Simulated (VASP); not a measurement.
Wanted: the native input for a VASP 6.6.1 run.

```
Task                   : single point
Functional             : PBE
Potentials or basis    : VASP PAW PBE potentials, release 64 (Mg, O, C, F)
Cutoff                 : 520 eV
k mesh                 : 2 × 2 × 1
Occupations            : gaussian, width 0.05 eV
Spin                   : no spin polarisation
Dipole correction      : no
Further INCAR settings : LREAL = Auto; ALGO = Normal; EDIFF = 1e-06; NBANDS = 84
```

The structure of Mg12CO12F4 lies in POSCAR:

```
Mg12CO12F4
1.0
    5.6059430000      0.0000000000      0.0000000000
    2.8029710000      4.8548890000      0.0000000000
    0.0000000000      0.0000000000     16.7215410000
Mg O C F
12 12 1 4
Direct
    0.0000000000      0.0000000000      0.0598031007
    0.0000001407      0.4999998970      0.0598031007
    0.4999999108      0.0000000000      0.0598031007
    0.5000000515      0.4999998970      0.0598031007
    0.6673553019      0.6656273707      0.2107427180
    0.6676403458      0.1670382165      0.2108214787
    0.1663304378      0.6670475885      0.2107077332
    0.1652076066      0.1669591210      0.2107364387
    0.3371352580      0.3219558676      0.3588349901
    0.3404542438      0.8390457537      0.3613133502
    0.8324773954      0.3349129094      0.3654577649
    0.8216764104      0.8406048006      0.3629220537
    0.3333333459      0.8333333677      0.1282362672
    0.3333333082      0.3333332647      0.1282362672
    0.8333332567      0.8333333677      0.1282362672
    0.8333333974      0.3333332647      0.1282362672
    0.0006674974      0.5015346386      0.2801879324
    0.0011426328     -0.0028361102      0.2809641767
    0.4976958246      0.5016225912      0.2798246286
    0.5002725478     -0.0003165881      0.2774716158
    0.6572691267      0.1712681794      0.4279695274
    0.6645316113      0.6727439083      0.4297865251
    0.1720261796      0.1654598076      0.4288206452
    0.1729254965      0.6615831999      0.4242339268
    0.4707278612      0.3576909791      0.5779937985
    0.1830610981      0.6477876219      0.5093141834
    0.4642174672      0.1374639049      0.5673048913
    0.6910775983      0.3647448994      0.5678963440
    0.3203313151      0.5071796698      0.6378453397
```

These files were run (other wordings do the same):

INCAR

```
PREC     = Accurate       # precision mode
ENCUT    = 520            # plane-wave cutoff, eV
EDIFF    = 1E-6           # SCF threshold, eV
ISMEAR   = 0              # smearing method
SIGMA    = 0.05           # smearing width, eV
LREAL    = Auto         
LASPH    = T              # aspherical terms in the spheres
NELM     = 80             # most SCF steps
ALGO     = Normal         # electronic algorithm
ISIF     = 2              # what is computed and relaxed
LWAVE    = F              # write WAVECAR
LCHARG   = T              # write CHGCAR
GGA      = PE             # functional
LELF     = T              # ELF
LVHAR    = T            
NBANDS   = 84             # bands
```

KPOINTS

```
regular mesh
0
Gamma
  2 2 1
```

Potentials or basis: VASP PAW PBE potentials, release 64 (Mg, O, C, F).

The run is started by

```console
$ cat potpaw_PBE.64/Mg/POTCAR potpaw_PBE.64/O/POTCAR potpaw_PBE.64/C/POTCAR potpaw_PBE.64/F/POTCAR > POTCAR
$ mpirun -np 1 vasp_std > vasp.out
```

It gave:

```
Largest force          : 0.818 eV/Å
Band gap on the k mesh : zero (band 64 reaches 0.85 eV, above the bottom of band 65 at 0.68 eV)
```

Caveat: the k points lie up to 0.65 Å⁻¹ apart.

Wall time 8.8 min on 1 thread of Intel(R) Xeon(R) Platinum 8259CL CPU @ 2.50GHz (Skylake/Cascade Lake) (shared host), peak memory 0.55 GiB.
